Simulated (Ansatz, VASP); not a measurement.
# Two plane-wave programs on La

```xyz
4
Lattice="3.6580 0.0000 0.0000 -1.8290 3.1679 0.0000 0.0000 0.0000 11.7059" Properties=species:S:1:pos:R:3 pbc="T T T"
La    0.0000    0.0000    0.0000
La    0.0000    0.0000    5.8530
La    0.0000    2.1119    2.9265
La    1.8290    1.0560    8.7794
```

Alike in both runs: functional PBEsol; k mesh 14 × 14 × 4; occupations gaussian, width 0.05 eV; no spin polarisation.

Ansatz relaxed the structure, and its values are those at the end. VASP's run is a single point on that final structure, the one shown.

|  | VASP | Ansatz |
| --- | --- | --- |
| version | VASP 6.6.1 | Ansatz 0.2.0 |
| potentials or method | VASP PAW PBE potentials, release 64 (La), cutoff 520 eV | scalar-relativistic, plane waves, PAW |
| valence electrons in the cell | 44 | 44 |

|  | VASP | Ansatz | Ansatz less VASP |
| --- | --- | --- | --- |
| pressure (GPa) | 0.1 | 0.1 | -0.08 |

VASP's potentials were made for PBE, not for PBEsol.

Neither program's run includes spin-orbit coupling.
